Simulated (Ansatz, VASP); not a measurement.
## Sr in VASP and in Ansatz

File INCAR:

```
SYSTEM = Sr
  ALGO = Normal
  EDIFF = 1E-6
  ENCUT = 500
  GGA = LIBXC
  GGA_COMPAT = .False.
  ISIF = 2
  ISMEAR = -1
  LASPH = .True.
  LCHARG = .False.
  LIBXC1 = GGA_X_RPBE
  LIBXC2 = GGA_C_LYP
  LREAL = .False.
  LWAVE = .False.
  NBANDS = 11
  NELM = 120
  PREC = Accurate
  SIGMA = 0.15
```

File KPOINTS:

```
k-points
0
Gamma
  8 8 8
  0 0 0
```

The input POSCAR:

```
Sr
1.0
   -0.0247620000      2.9661480000      3.0765780000
    3.0879030000     -0.0555610000      3.1073770000
    3.0210370000      2.9300810000      0.0113050000
Sr
1
Direct
    0.0000000000      0.0000000000      0.0000000000
```

Contents of input.yaml:

```yaml
crystal:
  lattice:
    - [-0.024762, 2.966148, 3.076578]
    - [3.087903, -0.055561, 3.107377]
    - [3.021037, 2.930081, 0.011305]
  atoms:
    - { symbol: Sr, position: [0.0, 0.0, 0.0] }
kpoints:
  mp_grid: { grid: [8, 8, 8] }
  band_path:
    path: [[0.0, 0.5, 0.0], [0.0, 0.0, 0.0], [0.5, 0.0, 0.0]]
    npoints: 8
scf:
  occupations: { method: fermi_dirac, width: 0.15 }
hamiltonian:
  xc: { exchange: rpbe, correlation: lyp }
  pseudopotentials: { kind: all_electron, lapw: { basis_error: 0.001 } }
output:
  forces: true
  stress: true
  eigenvalues: true
```

Change from the starting cell: cell strained at random at fixed volume.

Alike in both runs: functional rpbe exchange, lyp correlation; k mesh 8 × 8 × 8; occupations fermi-dirac, width 0.15 eV; no spin polarisation.

|  | VASP | Ansatz |
| --- | --- | --- |
| version | VASP 6.6.1 | Ansatz 0.2.0 |
| potentials or method | VASP PAW PBE potentials, release 64 (Sr_sv), cutoff 500 eV | all-electron LAPW, scalar-relativistic |
| task | single point | band structure |

```tsv
	VASP	Ansatz	Ansatz less VASP
gap on the k mesh at the Fermi level (eV)	none	none	-
pressure (GPa)	0.7	0.7	-0.01
traceless stress, the component that is largest in VASP (GPa)	0.35	0.35	0.000
```

VASP's potentials were made for PBE, not for rpbe exchange, lyp correlation. A gap of «none» marks a metal or a gap that the smearing closes. Ansatz ran all-electron here, and VASP with PAW potentials.
